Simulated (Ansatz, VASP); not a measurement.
HfB2W3 in VASP and in Ansatz

```
Hf B W
1.0
     4.10635    0.00000    0.00000
    -2.05317    3.55620    0.00000
     0.00000    0.00000    5.86149
Hf B W
1 2 3
Direct
  0.00000 0.00000 0.00000
  0.66667 0.33333 0.26319
  0.33333 0.66667 0.73681
  0.00000 0.00000 0.50000
  0.66667 0.33333 0.67322
  0.33333 0.66667 0.32678
```

Alike in both runs: task single point; functional PBE; k mesh 12 × 12 × 6; occupations gaussian, width 0.1 eV; no spin polarisation.

|  | VASP | Ansatz |
| --- | --- | --- |
| version | VASP 6.6.1 | Ansatz 0.2.0 |
| potentials or method | VASP PAW PBE potentials, release 64 (Hf_pv, B, W_sv), cutoff 520 eV | scalar-relativistic, plane waves, PAW |
| valence electrons in the cell | 58 | 74 |

Ansatz gave:

* gap on the k mesh at the Fermi level (eV): none
* pressure (GPa): 0.0
* traceless stress, the component that is largest in VASP (GPa): 0.02
* rms of the force components (eV/Å): 0.001

**Question.** What did VASP give for the same quantities?

**Answer.** gap on the k mesh at the Fermi level (eV): none; pressure (GPa): 0.2; traceless stress, the component that is largest in VASP (GPa): -0.29; rms of the force components (eV/Å): 0.026.

Atom by atom the forces differ by 0.027 eV/Å (rms over components). A gap of «none» marks a metal or a gap that the smearing closes. VASP's potentials hold 58 valence electrons a cell and Ansatz's 74, so a difference there can come from the potentials and not from the codes.

Neither program's run includes spin-orbit coupling.
